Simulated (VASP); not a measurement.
# SrO (Fm-3m) in VASP: further runs

Aim: see how the results for SrO move with the level of theory and the settings. Levels: LDA, HSE06. Tasks: relaxation of cell and atoms, single point.

Everything below comes from runs of VASP 6.6.1. Logs are shortened: lines on timing, memory, paths and dates and some standing lists are left out, and cuts for length are marked.

**1. The cell of the first run**

Symmetry: Fm-3m, No. 225, cubic system. The conventional cell has a = 5.195 Å, b = 5.195 Å, c = 5.195 Å, α = 90.00°, β = 90.00°, γ = 90.00°. Within 3.4 Å of Sr (site symmetry m-3m) lie 6 O at 2.60 Å. O (site symmetry m-3m) has 6 Sr at 2.60 Å within 3.4 Å.

**2. Relaxation of cell and atoms, LDA**

INCAR reads:

```
  PREC = Accurate
  ENCUT = 600
  EDIFF = 1E-7
  ISMEAR = -1
  SIGMA = 0.02
  LREAL = False
  LASPH = True
  NELM = 80
  ALGO = Normal
  ISIF = 3
  LWAVE = False
  LCHARG = False
  IBRION = 2
  NSW = 80
  EDIFFG = -0.005
```

KPOINTS reads:

```
regular mesh
0
Gamma
  8 8 8
```

POSCAR reads:

```
SrO
1.0
    0.0000000000      2.5973730392      2.5973730392
    2.5973730392      0.0000000000      2.5973730392
    2.5973730392      2.5973730392      0.0000000000
Sr O
1 1
Direct
    0.5000000000      0.5000000000      0.5000000000
    0.0000000000      0.0000000000      0.0000000000
```

Potentials or basis: VASP PAW LDA potentials, release 64 (Sr_sv, O).

Launch:

```sh
> cat potpaw_LDA.64/Sr_sv/POTCAR potpaw_LDA.64/O/POTCAR > POTCAR
> mpirun -np 1 vasp_std > vasp.out
```

OUTCAR:

```text
PREC = Accurate
   ENCUT = 600
   EDIFF = 1E-7
   ISMEAR = -1
   LREAL = False
   LASPH = True
   NELM = 80
   ISIF = 3
   IBRION = 2
   NSW = 80
   EDIFFG = -0.005

 ion  position               nearest neighbor table
   1  0.500  0.500  0.500-   2 2.60   2 2.60   2 2.60   2 2.60   2 2.60   2 2.60
   2  0.000  0.000  0.000-   1 2.60   1 2.60   1 2.60   1 2.60   1 2.60   1 2.60

  LATTYP: Found a face centered cubic cell.
 ALAT       =     5.1947460784

  Lattice vectors:

 A1 = (   0.0000000000,   2.5973730392,   2.5973730392)
 A2 = (   2.5973730392,   0.0000000000,   2.5973730392)
 A3 = (   2.5973730392,   2.5973730392,   0.0000000000)

Analysis of symmetry for initial positions (statically):
=====================================================================
 Subroutine PRICEL returns:
 Original cell was already a primitive cell.

 Routine SETGRP: Setting up the symmetry group for a
 face centered cubic supercell.

 Subroutine GETGRP returns: Found 48 space group operations
 (whereof 48 operations were pure point group operations)
 out of a pool of 48 trial point group operations.

The static configuration has the point symmetry O_h .

Analysis of symmetry for dynamics (positions and initial velocities):
=====================================================================
 Subroutine PRICEL returns:
 Original cell was already a primitive cell.

 Routine SETGRP: Setting up the symmetry group for a
 face centered cubic supercell.

 Subroutine GETGRP returns: Found 48 space group operations
 (whereof 48 operations were pure point group operations)
 out of a pool of 48 trial point group operations.

The dynamic configuration has the point symmetry O_h .

 Subroutine INISYM returns: Found 48 space group operations
 (whereof 48 operations are pure point group operations),
 and found     1 'primitive' translations

----------------------------------------------------------------------------------------

                                     Primitive cell

  volume of cell :      35.0456

  direct lattice vectors                    reciprocal lattice vectors
     0.000000000  2.597373039  2.597373039    -0.192502191  0.192502191  0.192502191
     2.597373039  0.000000000  2.597373039     0.192502191 -0.192502191  0.192502191
     2.597373039  2.597373039  0.000000000     0.192502191  0.192502191 -0.192502191

  length of vectors
     3.673240179  3.673240179  3.673240179     0.333423575  0.333423575  0.333423575

  position of ions in fractional coordinates (direct lattice)
     0.500000000  0.500000000  0.500000000
     0.000000000  0.000000000  0.000000000

  ion indices of the primitive-cell ions
   primitive index   ion index
                 1           1
                 2           2

----------------------------------------------------------------------------------------

 KPOINTS: regular mesh

Automatic generation of k-mesh.
 Grid dimensions read from file:
 generate k-points for:    8    8    8

 Generating k-lattice:

  Cartesian coordinates                     Fractional coordinates (reciprocal lattice)
    -0.024062774  0.024062774  0.024062774     0.125000000  0.000000000  0.000000000
     0.024062774 -0.024062774  0.024062774     0.000000000  0.125000000  0.000000000
     0.024062774  0.024062774 -0.024062774     0.000000000  0.000000000  0.125000000

  Length of vectors
     0.041677947  0.041677947  0.041677947

  Shift w.r.t. Gamma in fractional coordinates (k-lattice)
     0.000000000  0.000000000  0.000000000

 Subroutine IBZKPT returns following result:
 ===========================================

 Found     29 irreducible k-points:

 Following reciprocal coordinates:
            Coordinates               Weight
  0.000000  0.000000  0.000000      1.000000
  0.125000  0.000000  0.000000      8.000000
  0.250000  0.000000  0.000000      8.000000
  0.375000  0.000000  0.000000      8.000000
  0.500000  0.000000  0.000000      4.000000
  0.125000  0.125000  0.000000      6.000000
[... 16 lines left out ...]
  0.500000  0.250000  0.125000     48.000000
 -0.375000  0.250000  0.125000     24.000000
 [... further k-points ...]
   k-points           NKPTS =     29   k-points in BZ     NKDIM =     29   number of bands    NBANDS=     12
   number of dos      NEDOS =    301   number of ions     NIONS =      2
   total plane-waves  NPLWV =  27000
   dimension x,y,z NGX =    30 NGY =   30 NGZ =   30
   dimension x,y,z NGXF=    60 NGYF=   60 NGZF=   60
   ions per type =               1   1
   NGX,Y,Z   is equivalent  to a cutoff of  13.58, 13.58, 13.58 a.u.
   NGXF,Y,Z  is equivalent  to a cutoff of  27.16, 27.16, 27.16 a.u.
 SYSTEM =  unknown system
   PREC   = accura    normal or accurate (medium, high low for compatibility)
   ISTART =      0    job   : 0-new  1-cont  2-samecut
   ICHARG =      2    charge: 1-file 2-atom 10-const
   ISPIN  =      1    spin polarized calculation?
   LNONCOLLINEAR =      F non collinear calculations
   LSORBIT =      F    spin-orbit coupling
   LASPH  =      T    aspherical Exc in radial PAW
   ENCUT  =  600.0 eV  44.10 Ry    6.64 a.u.   7.34  7.34  7.34*2*pi/ulx,y,z
   NELM   =     80;   NELMIN=  2; NELMDL= -5     # of ELM steps
   EDIFF  = 0.1E-06   stopping-criterion for ELM
   LREAL  =      F    real-space projection
   EDIFFG = -.5E-02   stopping-criterion for IOM
   NSW    =     80    number of steps for IOM
   IBRION =      2    ionic relax: 0-MD 1-quasi-New 2-CG
   NFREE  =      1    steps in history (QN), initial steepest desc. (CG)
   ISIF   =      3    stress and relaxation
   ISYM   =      2    0-nonsym 1-usesym 2-fastsym
   POTIM  = 0.5000    time-step for ionic-motion
   TEBEG  =    0.0;   TEEND  =   0.0 temperature during run
   PSTRESS=    0.0 pullay stress
   NELECT =      16.0000    total number of electrons
   NUPDOWN=      -1.0000    fix difference up-down
   EMIN   =  10.00;   EMAX   =-10.00  energy-range for DOS
   EFERMI =   0.00;   METHOD = LEGACY
   ISMEAR =    -1;   SIGMA  =   0.02  broadening in eV -4-tet -1-fermi 0-gaus
   EFERMI_NEDOS =   21; number of points for ismear=-14 and -15
   IALGO  =     38    algorithm
   IMIX   =      4    mixing-type and parameters
     AMIX     =   0.40;   BMIX     =  1.00
     AMIX_MAG =   1.60;   BMIX_MAG =  1.00
  volume/ion in A,a.u.               =      17.52       118.25
  Fermi-wavevector in a.u.,A,eV,Ry     =   1.260580  2.382151 21.620509  1.589063
  Thomas-Fermi vector in A             =   2.394083
   LORBIT       =      0    0 simple, 1 ext, 2 COOP (PROOUT), +10 PAW based schemes
   GGA     = CA    functional components
   LHFCALC =     F    Hartree Fock is set to
   AEXX    =    0.0000 exact exchange contribution
   IVDW    =     0    specifies the selected vdW correction
   LEPSILON=     F    determine dielectric tensor
   LRPA    =     F    only Hartree local field effects (RPA)
 conjugate gradient relaxation of ions
 non-spin polarized calculation
  energy-cutoff  :      600.00
  volume of cell :       35.05
 maximum number of plane-waves:      1211
 NGX is ok and might be reduce to    30
   NGX = 15   NGY = 15   NGZ = 15

--------------------------------------- Ionic step        1  -------------------------------------------

 number of electron      16.0000000 magnetization

 Free energy of the ion-electron system (eV)
  ---------------------------------------------------
  ext. energy  EPLUGINS =         0.00000000
  ---------------------------------------------------
  free energy    TOTEN  =       -13.34399755 eV

  energy without entropy =      -13.34399755  energy(sigma->0) =      -13.34399755

------------------------ aborting loop because EDIFF is reached ----------------------------------------

  FORCE on cell =-STRESS in cart. coord.  units (eV):
  Direction    XX          YY          ZZ          XY          YZ          ZX
  --------------------------------------------------------------------------------------
  -------------------------------------------------------------------------------------
  Total       -1.3548458     -1.3548458     -1.3548458      0.0000000     -0.0000000     -0.0000000
  in kB      -61.9394672    -61.9394672    -61.9394672      0.0000000     -0.0000000     -0.0000000
  external PRESSURE =     -61.9394672 kB  Pullay stress =       0.0000000 kB
[... 57 lines left out ...]
  energy  without entropy=      -13.3829999735  energy(sigma->0) =      -13.38299997

--------------------------------------- Ionic step        3  -------------------------------------------

 number of electron      15.9999998 magnetization

 Free energy of the ion-electron system (eV)
  ---------------------------------------------------
  ext. energy  EPLUGINS =         0.00000000
  ---------------------------------------------------
  free energy    TOTEN  =       -13.39277307 eV

  energy without entropy =      -13.39277307  energy(sigma->0) =      -13.39277307

 E-fermi :   1.9838     XC(G=0): -10.7124

 val. band max:        1.5361959361   @ k =   0.0000   0.0000   0.0000
 cond. band min:       4.6044202977   @ k =   0.5000   0.5000   0.0000
 fundamental gap:      3.0682243616
 Fermi energy:         1.9837959930

 k-point     1 :       0.0000    0.0000    0.0000
  band No.  band energies     occupation
      1     -30.4190      2.00000
      2     -13.2728      2.00000
      3     -12.0999      2.00000
      4     -12.0999      2.00000
      5     -12.0999      2.00000
      6       1.5362      2.00000
      7       1.5362      2.00000
      8       1.5362      2.00000
      9       5.6217      0.00000
     10       7.7228      0.00000
     11       7.7228      0.00000
     12       7.7228      0.00000
[... 331 lines left out ...]
 k-point    24 :      -0.3750    0.2500    0.1250
  band No.  band energies     occupation
      1     -30.2205      2.00000
      2     -14.6280      2.00000
      3     -12.5621      2.00000
      4     -12.3713      2.00000
      5     -11.1876      2.00000
      6      -0.1341      2.00000
      7       0.6216      2.00000
      8       0.7217      2.00000
      9       7.9289      0.00000
     10       8.2950      0.00000
     11      11.1380      0.00000
     12      11.2445      0.00000

 [... further k-points ...]
[... 5 lines left out ...]
  --------------------------------------------------------------------------------------
  -------------------------------------------------------------------------------------
  Total        0.0001248      0.0001248      0.0001248      0.0000000      0.0000000     -0.0000000
  in kB        0.0061195      0.0061195      0.0061195      0.0000000      0.0000000     -0.0000000
  external PRESSURE =       0.0061195 kB  Pullay stress =       0.0000000 kB
[... 17 lines left out ...]
  FREE ENERGIE OF THE ION-ELECTRON SYSTEM (eV)
  ---------------------------------------------------
  free  energy   TOTEN  =       -13.3927730710 eV

  energy  without entropy=      -13.3927730710  energy(sigma->0) =      -13.39277307

 reached required accuracy - stopping structural energy minimisation
```

Wall time 55 s (1 thread of AMD EPYC 7R43 (Zen 3), shared host); peak memory 0.13 GiB.

What came out:

```yaml
Free_energy: -13.3928 eV
Relaxed_volume: 16.34 Å³/atom
Relaxed_cell: a = 3.589 Å, b = 3.589 Å, c = 3.589 Å, α = 60.00°, β = 60.00°, γ = 60.00°
Space_group_after_relaxing_to_0.05_Å: Fm-3m (No. 225)
Energy_gained_by_relaxing: 24.4 meV/atom
Ionic_steps: 3
Pressure_after_relaxing: 0.0 GPa
Band_gap_on_the_k_mesh: 3.07 eV, indirect (least direct gap 3.12 eV)
```

Step by step:
| step | energy change (eV) | largest force (eV/Å) | pressure (GPa) | volume (Å³) |
| --- | --- | --- | --- | --- |
| 1 | 0.0000 | 0.0000 | -6.19 | 35.05 |
| 2 | -0.0390 | 0.0000 | 3.34 | 31.72 |
| 3 | -0.0488 | 0.0000 | 0.00 | 32.68 |

Final structure:
```yaml
crystal:
  lattice:
    - [0.00000, 2.53764, 2.53764]
    - [2.53764, 0.00000, 2.53764]
    - [2.53764, 2.53764, 0.00000]
  atoms:
    - { symbol: Sr, position: [0.50000, 0.50000, 0.50000] }
    - { symbol: O, position: [0.00000, 0.00000, 0.00000] }
```

A k mesh can miss the band edges. LDA usually gives volumes a few per cent too small.

**3. Single point, HSE06**

This run uses another cell than the first one, of 17.11 Å³/atom, 0.977 times its volume.

POSCAR reads:

```
SrO
1.0
    0.0000000000      2.5769276147      2.5769276147
    2.5769276147      0.0000000000      2.5769276147
    2.5769276147      2.5769276147      0.0000000000
Sr O
1 1
Direct
    0.5000000000      0.5000000000      0.5000000000
    0.0000000000      0.0000000000      0.0000000000
```

INCAR.step1 reads:

```
ALGO = Normal
EDIFF = 1E-5
ENCUT = 520
GGA = PE
ISIF = 2
ISMEAR = -1
LASPH = True
LCHARG = False
LREAL = False
LWAVE = True
NBANDS = 15
NELM = 100
PREC = Accurate
SIGMA = 0.02
```

INCAR.step2 reads:

```
ALGO = Normal
EDIFF = 1E-7
ENCUT = 520
GGA = PE
HFSCREEN = 0.2079
ISIF = 2
ISMEAR = -1
ISTART = 1
LASPH = True
LCHARG = False
LHFCALC = True
LREAL = False
LWAVE = False
NBANDS = 15
NELM = 100
PREC = Accurate
PRECFOCK = Normal
SIGMA = 0.02
```

KPOINTS reads:

```
k-points
0
Gamma
  6 6 6
```

Potentials or basis: VASP PAW PBE potentials, release 64 (Sr_sv, O).

Launch:

```sh
> cat potpaw_PBE.64/Sr_sv/POTCAR potpaw_PBE.64/O/POTCAR > POTCAR
> cp INCAR.step1 INCAR
> mpirun -np 1 vasp_std > vasp.out
> cp INCAR.step2 INCAR
> mpirun -np 1 vasp_std > vasp.out
```

It took 32 min on 1 thread of AMD EPYC 9R45 (Zen 5), shared host; peak memory 0.25 GiB.

It converged, with:

* Free energy: -14.1833 eV
* Pressure: 0.5 GPa
* Band gap on the k mesh: 4.74 eV, indirect (least direct gap 4.85 eV)

Levels at points of the mesh, in eV from the valence-band top:
```tsv
k point	band 6	band 7	band 8	band 9	band 10	band 11
(0.00, 0.00, 0.00)	0.00	0.00	0.00	5.41	7.85	7.85
(0.50, 0.00, 0.00)	-2.25	-1.18	-1.18	8.21	9.93	10.67
(0.50, 0.50, 0.00)	-0.49	-0.11	-0.11	4.74	9.51	11.99
```

Caveat: the PAW data sets were made with another functional, which shifts forces and pressure a little. A k mesh can miss the band edges.
